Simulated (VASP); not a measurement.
Ti4B: single point with PBEsol

Ti4B, a slab with vacuum:

```
Ti B
1.0
     2.86791    0.00000    0.00000
    -1.43396    2.48369    0.00000
     0.00000    0.00000   26.02492
Ti B
4 1
Direct
  0.66667 0.33333 0.32661
  0.33333 0.66667 0.41659
  0.00002 0.99998 0.50585
  0.66728 0.33272 0.59890
  0.33362 0.66638 0.65691
```

```json
{"Program": "VASP 6.6.1", "Task": "single point", "Functional": "PBEsol", "Potentials or basis": "VASP PAW PBE potentials, release 64 (Ti_sv, B)", "Cutoff": "520 eV", "k mesh": "12 × 12 × 1", "Occupations": "gaussian, width 0.1 eV", "Spin": "no spin polarisation"}
```

The largest force is 0.455 eV/Å. The band gap on the k mesh is zero (an odd number of electrons rules out a gap without spin polarisation).

Forces on the atoms (eV/Å):
```
Ti   0.000  0.000  0.455
Ti   0.000  0.000 -0.450
Ti   0.001 -0.001 -0.001
Ti  -0.005  0.003 -0.026
B    0.004 -0.002  0.022
```

Levels at points of the mesh, in eV from the Fermi level:
| k point | band 23 | band 24 | band 25 | band 26 | band 27 | band 28 |
| --- | --- | --- | --- | --- | --- | --- |
| (0.00, 0.00, 0.00) | -0.05 | 0.44 | 0.59 | 0.70 | 0.70 | 0.82 |
| (0.50, 0.00, 0.00) | -1.09 | -1.00 | -0.20 | 0.48 | 0.53 | 0.71 |
| (0.50, 0.50, 0.00) | -1.09 | -1.00 | -0.20 | 0.48 | 0.53 | 0.71 |

Run time: 8.5 min on 1 thread of AMD EPYC 9R45 (Zen 5), with other jobs on the host, peak memory 0.42 GiB.

Caveat: the PAW data sets were made with another functional, which shifts forces and pressure a little.
